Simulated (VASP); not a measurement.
# W3C in VASP: a series of runs, part 3 of 3

VASP 6.6.1.

### 7 Single point, PBEsol

Input file INCAR:

```
SYSTEM = W3C
PREC = Accurate
ENCUT = 520
EDIFF = 1E-7
ISMEAR = 0
SIGMA = 0.1
LREAL = .FALSE.
LASPH = .TRUE.
NELM = 60
ALGO = Normal
ISIF = 2
LWAVE = .FALSE.
LCHARG = .FALSE.
LDIPOL = .TRUE.
IDIPOL = 3
DIPOL = 0.5 0.5 0.354
GGA = PS
NBANDS = 31
```

Input file KPOINTS:

```
regular mesh
0
G
  10 10 1
  0 0 0
```

Input file POSCAR:

```
W3C
1.0
    2.7317561349      0.0000000000      0.0000000000
   -0.9105853783      2.5755243833      0.0000000000
    0.0000000000      0.0000000000     21.3158546942
W C
3 1
Direct
    0.5000000000      0.5000000000      0.1876537468
    0.0000000000      0.0000000000      0.2888907691
    0.5000000000      0.5000000000      0.3901253228
    0.6666666667      0.6666666667      0.5510384107
```

Potentials or basis: VASP PAW PBE potentials, release 64 (W_sv, C).

Launch:

```
> cat potpaw_PBE.64/W_sv/POTCAR potpaw_PBE.64/C/POTCAR > POTCAR
> mpirun -np 1 vasp_std > vasp.out
```

OUTCAR:

```text
SYSTEM = W3C
   PREC = Accurate
   ENCUT = 520
   EDIFF = 1E-7
   ISMEAR = 0
   LREAL = .FALSE.
   LASPH = .TRUE.
   NELM = 60
   ISIF = 2
   GGA = PS

 ion  position               nearest neighbor table
   1  0.500  0.500  0.188-   2 2.67   2 2.67   2 3.10   2 3.10
   2  0.000  0.000  0.289-   3 2.67   3 2.67   1 2.67   1 2.67   3 3.10   3 3.10   1 3.10   1 3.10

   3  0.500  0.500  0.390-   2 2.67   2 2.67   2 3.10   2 3.10
   4  0.667  0.667  0.551-

  LATTYP: Found a base centered orthorhombic cell.
 ALAT       =     3.1543602796
 B/A-ratio  =     1.4142135624
 C/A-ratio  =     6.7575840439

  Lattice vectors:

 A1 = (   2.7317561349,   0.0000000000,   0.0000000000)
 A2 = (  -0.9105853783,   2.5755243833,   0.0000000000)
 A3 = (   0.0000000000,   0.0000000000,  21.3158546942)

Analysis of symmetry for initial positions (statically):
=====================================================================
 Subroutine PRICEL returns:
 Original cell was already a primitive cell.

[... 179 lines left out ...]
 val. band max:        0.4618081713   @ k =  -0.4000   0.2000   0.0000
 cond. band min:       0.4707905820   @ k =  -0.3000   0.3000   0.0000
 fundamental gap:      0.0089824107
 Fermi energy:         0.4698454419

 k-point     1 :       0.0000    0.0000    0.0000
  band No.  band energies     occupation
      1     -73.5931      2.00000
      2     -73.4493      2.00000
      3     -73.4070      2.00000
      4     -38.3716      2.00000
      5     -37.8344      2.00000
      6     -37.5438      2.00000
[... 805 lines left out ...]
     30       4.1607      0.00000
     31       4.4463      0.00000

 [... further k-points ...]

------------------------ aborting loop because EDIFF is reached ----------------------------------------

 vacuum level on the upper side and lower side of the slab       (xc-potential included)         0.393        -0.606

  FORCE on cell =-STRESS in cart. coord.  units (eV):
  Direction    XX          YY          ZZ          XY          YZ          ZX
  --------------------------------------------------------------------------------------
  -------------------------------------------------------------------------------------
  Total       -6.7353455     -7.0598168     -2.2691401     -0.4588716      0.1249343      0.0883419
  in kB      -71.9548578    -75.4212399    -24.2416149     -4.9022045      1.3346947      0.9437719
  external PRESSURE =     -57.2059042 kB  Pullay stress =       0.0000000 kB

 VOLUME and BASIS-vectors are now :
 -----------------------------------------------------------------------------
  energy-cutoff  :      520.00
  volume of cell :      149.97
      direct lattice vectors                 reciprocal lattice vectors
     2.731756135  0.000000000  0.000000000     0.366064887  0.129423482  0.000000000
    -0.910585378  2.575524383  0.000000000     0.000000000  0.388270446  0.000000000
     0.000000000  0.000000000 21.315854694     0.000000000  0.000000000  0.046913437

 POSITION                                       TOTAL-FORCE (eV/Angst)
 -----------------------------------------------------------------------------------
      0.91059      1.28776      4.00000         0.001022      0.001446     -0.046010
      0.00000      0.00000      6.15795        -0.009648     -0.013645     -0.119855
      0.91059      1.28776      8.31585        -0.012397     -0.017533      0.949856
      1.21411      1.71702     11.74585         0.021023      0.029732     -0.783991
 -----------------------------------------------------------------------------------
    total drift:                                0.000012      0.000016     -0.000112

  FREE ENERGIE OF THE ION-ELECTRON SYSTEM (eV)
  ---------------------------------------------------
  free  energy   TOTEN  =       -41.3063025439 eV

  energy  without entropy=      -41.2803906607  energy(sigma->0) =      -41.29334660

 vacuum level on the upper side and lower side of the slab         6.384         5.351
```

OSZICAR:

```text
N       E                     dE             d eps       ncg     rms          rms(c)
DAV:   1     0.495795470268E+03    0.49580E+03   -0.28336E+04  2266   0.141E+03
DAV:   2    -0.240721806390E+02   -0.51987E+03   -0.50611E+03  2284   0.432E+02
DAV:   3    -0.432455374366E+02   -0.19173E+02   -0.18340E+02  2406   0.841E+01
[... 27 lines left out ...]
DAV:  31    -0.413063004139E+02   -0.19220E-05   -0.17767E-07  1582   0.140E-03    0.181E-03
DAV:  32    -0.413063018848E+02   -0.14709E-05   -0.11286E-07  1600   0.184E-03    0.166E-03
DAV:  33    -0.413063023738E+02   -0.48904E-06   -0.45986E-08  1225   0.740E-04    0.102E-03
DAV:  34    -0.413063025202E+02   -0.14643E-06   -0.36695E-08  1144   0.486E-04    0.231E-04
DAV:  35    -0.413063025439E+02   -0.23705E-07   -0.69883E-09  1052   0.274E-04
   1 F= -.41306303E+02 E0= -.41293347E+02  d E =-.259119E-01
```

stdout:

```text
POSCAR found type information on POSCAR W C
 POSCAR found :  2 types and       4 ions
 scaLAPACK will be used
 -----------------------------------------------------------------------------
|                                                                             |
|                                                                             |
|     You enforced a specific xc type in the INCAR file but a different       |
|     I HOPE YOU KNOW WHAT YOU ARE DOING!                                     |
|                                                                             |
 -----------------------------------------------------------------------------

 LDA part: xc-table for (Slater+PW92), standard interpolation
 POSCAR, INCAR and KPOINTS ok, starting setup
 FFT: planning ... GRIDC
 FFT: planning ... GRID_SOFT
 FFT: planning ... GRID
 WAVECAR not read
 entering main loop
```

Wall time 4.5 min (1 thread of Intel Xeon Platinum 8259CL at 2.50GHz (Skylake/Cascade Lake), shared host); peak memory 0.3 GiB.

Results:

| Item | Value |
| --- | --- |
| Free energy | -41.3063 eV |
| Largest force | 0.950 eV/Å |
| Band gap on the k mesh | zero (bands 23 and 24 overlap by 1.21 eV) |

Forces in eV/Å, atoms in the order of the input:
```
W    0.001  0.001 -0.046
W   -0.010 -0.014 -0.120
W   -0.012 -0.018  0.950
C    0.021  0.030 -0.784
```

Levels at points of the mesh, in eV from the Fermi level:
| k point | band 19 | band 20 | band 21 | band 22 | band 23 | band 24 | band 25 | band 26 | band 27 | band 28 |
| --- | --- | --- | --- | --- | --- | --- | --- | --- | --- | --- |
| (0.00, 0.00, 0.00) | -2.03 | -1.32 | -1.29 | -0.96 | -0.59 | 0.05 | 1.51 | 2.03 | 2.10 | 2.11 |
| (0.50, 0.00, 0.00) | -2.73 | -2.22 | -1.51 | -0.02 | 0.43 | 1.54 | 1.68 | 2.27 | 2.29 | 2.69 |
| (0.50, 0.50, 0.00) | -2.90 | -1.86 | -0.05 | 0.45 | 0.55 | 0.80 | 1.25 | 1.71 | 2.44 | 3.46 |

Caveat: the PAW data sets were made with another functional, which shifts forces and pressure a little; spin-orbit coupling is left out, which moves the levels of the heavy elements.

### 8 The runs side by side

```tsv
cell	gap on the mesh (eV)	largest force (eV/Å)
as given, atomic positions A	none	2.70
as given, atomic positions B	none	3.25
as given, atomic positions C	none	0.96
as given, atomic positions D	none	2.98
as given, atomic positions E	none	3.45
as given, atomic positions F	none	0.95
```

Alike in all rows: task single point; level PBEsol; potentials or basis VASP PAW PBE potentials, release 64 (W_sv, C); no spin polarisation; k mesh 10 × 10 × 1; cutoff (eV) 520; smearing gaussian 0.1 eV.

Caveats: the PAW data sets were made with another functional, which shifts forces and pressure a little; spin-orbit coupling is left out, which moves the levels of the heavy elements.

Absolute energies hang on the potentials; compare differences alone.
